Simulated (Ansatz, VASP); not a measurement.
# WS2 in VASP and in Ansatz

The input INCAR:

```
ALGO = Normal
EDIFF = 1E-6
ENCUT = 520
GGA = PE
ISIF = 2
ISMEAR = 0
IVDW = 12
LASPH = T
LCHARG = T
LELF = T
LREAL = F
LVHAR = T
LWAVE = F
NBANDS = 20
NELM = 100
PREC = Accurate
SIGMA = 0.05
```

KPOINTS

```
k-points
0
Gamma
  12 12 12
```

Contents of POSCAR:

```
WS2
1.0
    1.5785988138      0.9114044501      6.3294666667
   -1.5785988138      0.9114044501      6.3294666667
    0.0000000000     -1.8228089002      6.3294666667
W S
1 2
Direct
    0.9993440419      0.9993440419      0.9993440419
    0.7527816504      0.7527816504      0.7527816504
    0.5791743077      0.5791743077      0.5791743077
```

Input for Ansatz:

```yaml
crystal:
  lattice:
    - [1.5785988138, 0.9114044501, 6.3294666667]
    - [-1.5785988138, 0.9114044501, 6.3294666667]
    - [0.0, -1.8228089002, 6.3294666667]
  atoms:
    - { symbol: W, position: [0.9993440419, 0.9993440419, 0.9993440419] }
    - { symbol: S, position: [0.7527816504, 0.7527816504, 0.7527816504] }
    - { symbol: S, position: [0.5791743077, 0.5791743077, 0.5791743077] }
basis:
  ecutwfc: 420
kpoints:
  mp_grid: { grid: [12, 12, 12] }
hamiltonian:
  xc: pbe
  pseudopotentials: { kind: paw, azcp: { folder: soft_1 } }
  dispersion: d3bj
scf:
  occupations: { method: gaussian, width: 0.05 }
output:
  forces: true
  stress: true
  eigenvalues: true
```

Alike in both runs: task single point; functional PBE; dispersion D3(BJ); k mesh 12 × 12 × 12; occupations gaussian, width 0.05 eV; no spin polarisation.

|  | VASP | Ansatz |
| --- | --- | --- |
| version | VASP 6.6.1 | Ansatz 0.2.0 |
| potentials or method | VASP PAW PBE potentials, release 64 (W_sv, S), cutoff 520 eV | scalar-relativistic, plane waves, PAW |
| valence electrons in the cell | 26 | 26 |

|  | VASP | Ansatz | Ansatz less VASP |
| --- | --- | --- | --- |
| gap on the k mesh at the Fermi level (eV) | 1.09 | 1.08 | -0.013 |
| least direct gap on the mesh (eV) | 2.10 | 2.09 | -0.002 |
| pressure (GPa) | -7.6 | -7.6 | +0.05 |
| traceless stress, the component that is largest in VASP (GPa) | -6.17 | -6.17 | -0.002 |
| rms of the force components (eV/Å) | 0.613 | 0.614 | +0.0010 |

Atom by atom the forces differ by 0.001 eV/Å (rms over components).

Spin-orbit coupling is off throughout.
